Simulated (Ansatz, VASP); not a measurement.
# Cs3SI in VASP and in Ansatz

INCAR

```
  PREC = Accurate
  ENCUT = 520
  EDIFF = 1E-6
  ISMEAR = 0
  SIGMA = 0.02
  LREAL = False
  LASPH = True
  NELM = 60
  ALGO = Normal
  ISIF = 2
  LWAVE = False
  LCHARG = True
  GGA = PE
  LELF = True
  LVHAR = True
  NBANDS = 28
```

File KPOINTS:

```
regular mesh
0
Gamma
  4 4 4
```

Contents of POSCAR:

```
Cs3SI
1.0
    6.4805296596      0.0000000000      0.0000000000
    0.0000000000      6.4805296596      0.0000000000
    0.0000000000      0.0000000000      6.4805296596
Cs S I
3 1 1
Direct
    0.5000000000      0.0000000000      0.0000000000
    0.0000000000      0.5000000000      0.0000000000
    0.0000000000      0.0000000000      0.5000000000
    0.0000000000      0.0000000000      0.0000000000
    0.5000000000      0.5000000000      0.5000000000
```

Input for Ansatz:

```yaml
crystal:
  lattice:
    - [6.4805296596, 0.0, 0.0]
    - [0.0, 6.4805296596, 0.0]
    - [0.0, 0.0, 6.4805296596]
  atoms:
    - { symbol: Cs, position: [0.5, 0.0, 0.0] }
    - { symbol: Cs, position: [0.0, 0.5, 0.0] }
    - { symbol: Cs, position: [0.0, 0.0, 0.5] }
    - { symbol: S, position: [0.0, 0.0, 0.0] }
    - { symbol: I, position: [0.5, 0.5, 0.5] }
basis:
  ecutwfc: 420
kpoints:
  mp_grid: { grid: [4, 4, 4] }
hamiltonian:
  xc: pbe
scf:
  occupations: { method: gaussian, width: 0.02 }
output:
  forces: true
  stress: true
  eigenvalues: true
```

Alike in both runs: task single point; functional PBE; k mesh 4 × 4 × 4; occupations gaussian, width 0.02 eV; no spin polarisation.

|  | VASP | Ansatz |
| --- | --- | --- |
| version | VASP 6.6.1 | Ansatz 0.2.0 |
| potentials or method | VASP PAW PBE potentials, release 64 (Cs_sv, S, I), cutoff 520 eV | scalar-relativistic, plane waves, PAW |
| valence electrons in the cell | 40 | 50 |

```csv
,VASP,Ansatz,Ansatz less VASP
gap on the k mesh at the Fermi level (eV),1.01,1.06,+0.042
least direct gap on the mesh (eV),1.01,1.06,+0.042
pressure (GPa),1.1,1.0,-0.07
```

With one functional, cell and mesh, what is left measures potentials, basis and numerics. VASP's potentials hold 40 valence electrons a cell and Ansatz's 50, so a difference there can come from the potentials and not from the codes.

Spin-orbit coupling is off throughout.
